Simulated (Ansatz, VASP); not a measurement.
# AlAu2 in VASP and in Ansatz

INCAR

```
SYSTEM = AlAu2
PREC = Accurate ; ENCUT = 520
EDIFF = 1E-6 ; ISMEAR = 0
SIGMA = 0.15 ; LREAL = .FALSE.
LASPH = .TRUE. ; NELM = 80
ALGO = Fast ; ISIF = 2
LWAVE = .FALSE. ; LCHARG = .TRUE.
GGA = CA ; LELF = .TRUE.
LVHAR = .TRUE. ; NBANDS = 20
```

Contents of KPOINTS:

```
regular mesh
0
G
  16 16 16
  0 0 0
```

POSCAR

```
AlAu2
1.0
   -1.6523234788      1.6523234788      4.3287266251
    1.6523234788     -1.6523234788      4.3287266251
    1.6523234788      1.6523234788     -4.3287266251
Al Au
1 2
Direct
    0.0000000000      0.0000000000      0.0000000000
    0.6743689208      0.6743689208      0.0000000000
    0.3256310792      0.3256310792      0.0000000000
```

Input for Ansatz:

```yaml
crystal:
  lattice:
    - [-1.6523234788, 1.6523234788, 4.3287266251]
    - [1.6523234788, -1.6523234788, 4.3287266251]
    - [1.6523234788, 1.6523234788, -4.3287266251]
  atoms:
    - { symbol: Al, position: [0.0, 0.0, 0.0] }
    - { symbol: Au, position: [0.6743689208, 0.6743689208, 0.0] }
    - { symbol: Au, position: [0.3256310792, 0.3256310792, 0.0] }
basis:
  ecutwfc: 420
kpoints:
  mp_grid: { grid: [16, 16, 16] }
hamiltonian:
  xc: lda
scf:
  occupations: { method: gaussian, width: 0.15 }
output:
  forces: true
  stress: true
  eigenvalues: true
```

Alike in both runs: task single point; functional LDA; k mesh 16 × 16 × 16; occupations gaussian, width 0.15 eV; no spin polarisation.

|  | VASP | Ansatz |
| --- | --- | --- |
| version | VASP 6.6.1 | Ansatz 0.2.0 |
| potentials or method | VASP PAW LDA potentials, release 64 (Al, Au), cutoff 520 eV | scalar-relativistic, plane waves, PAW |
| valence electrons in the cell | 25 | 41 |

|  | VASP | Ansatz | Ansatz less VASP |
| --- | --- | --- | --- |
| gap on the k mesh at the Fermi level (eV) | none | none | - |
| pressure (GPa) | 4.4 | 4.0 | -0.38 |
| traceless stress, the component that is largest in VASP (GPa) | -7.73 | -7.85 | -0.112 |
| rms of the force components (eV/Å) | 0.973 | 0.967 | -0.0052 |

LDA's correlation is that of Perdew and Zunger in VASP and of Perdew and Wang (1992) in Ansatz. Atom by atom the forces differ by 0.005 eV/Å (rms over components). A gap of «none» marks a metal or a gap that the smearing closes. VASP's potentials hold 25 valence electrons a cell and Ansatz's 41, so a difference there can come from the potentials and not from the codes.

Neither program's run includes spin-orbit coupling.
